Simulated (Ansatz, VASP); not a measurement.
# One calculation of Li2Se, two programs

```
Li Se
1.0
     0.00000    2.97238    2.97238
     2.97238    0.00000    2.97238
     2.97238    2.97238    0.00000
Li Se
2 1
Direct
  0.25000 0.25000 0.25000
  0.75000 0.75000 0.75000
  0.00000 0.00000 0.00000
```

Alike in both runs: task single point; functional PBEsol; k mesh 6 × 6 × 6; no spin polarisation.

```csv
,VASP,Ansatz
version,VASP 6.6.1,Ansatz 0.2.0
potentials or method,"VASP PAW PBE potentials, release 64 (Li_sv, Se), cutoff 750 eV","all-electron LAPW, scalar-relativistic"
occupations,"gaussian, width 0.01 eV",fixed
```

|  | VASP | Ansatz | Ansatz less VASP |
| --- | --- | --- | --- |
| gap on the k mesh at the Fermi level (eV) | 2.81 | 2.81 | +0.007 |
| pressure (GPa) | 0.0 | 0.0 | -0.02 |

VASP's potentials were made for PBE, not for PBEsol. Ansatz ran all-electron here, and VASP with PAW potentials.
